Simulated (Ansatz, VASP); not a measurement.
## Cr: VASP beside Ansatz

File INCAR:

```
SYSTEM = Cr
PREC = Accurate
ENCUT = 520
EDIFF = 1E-6
ISMEAR = -1
SIGMA = 0.05
LREAL = .False.
LASPH = .True.
NELM = 100
ALGO = Normal
ISIF = 2
LWAVE = .False.
LCHARG = .True.
GGA = PE
LELF = .True.
LVHAR = .True.
NBANDS = 19
```

KPOINTS

```
Automatic mesh
0
Gamma
  11 11 11
  0 0 0
```

Contents of POSCAR:

```
Cr
1.0
    2.9688993551      0.0000000000      0.0000000000
    0.0000000000      2.9688993551      0.0000000000
    0.0000000000      0.0000000000      2.9688993551
Cr
2
Direct
    0.0000000000      0.0000000000      0.0000000000
    0.5000000000      0.5000000000      0.5000000000
```

Input for Ansatz:

```yaml
crystal:
  lattice:
    - [2.9688993551, 0.0, 0.0]
    - [0.0, 2.9688993551, 0.0]
    - [0.0, 0.0, 2.9688993551]
  atoms:
    - { symbol: Cr, position: [0.0, 0.0, 0.0] }
    - { symbol: Cr, position: [0.5, 0.5, 0.5] }
kpoints:
  mp_grid: { grid: [11, 11, 11] }
scf:
  occupations: { method: fermi_dirac, width: 0.05 }
  lower_state_search: "off"
hamiltonian:
  xc: pbe
  pseudopotentials: { kind: all_electron, lapw: { basis_error: 0.001 } }
output:
  forces: true
  stress: true
  eigenvalues: false
  populations: true
  dos: { projected: true, de: 0.1, e_range: [-8, 5] }
```

Alike in both runs: task single point; functional PBE; k mesh 11 × 11 × 11; occupations fermi-dirac, width 0.05 eV; no spin polarisation.

```csv
,VASP,Ansatz
version,VASP 6.6.1,Ansatz 0.2.0
potentials or method,"VASP PAW PBE potentials, release 64 (Cr_pv), cutoff 520 eV","all-electron LAPW, scalar-relativistic"
```

```csv
,VASP,Ansatz,Ansatz less VASP
pressure (GPa),-25.0,-24.8,+0.21
```

Ansatz ran all-electron here, and VASP with PAW potentials.
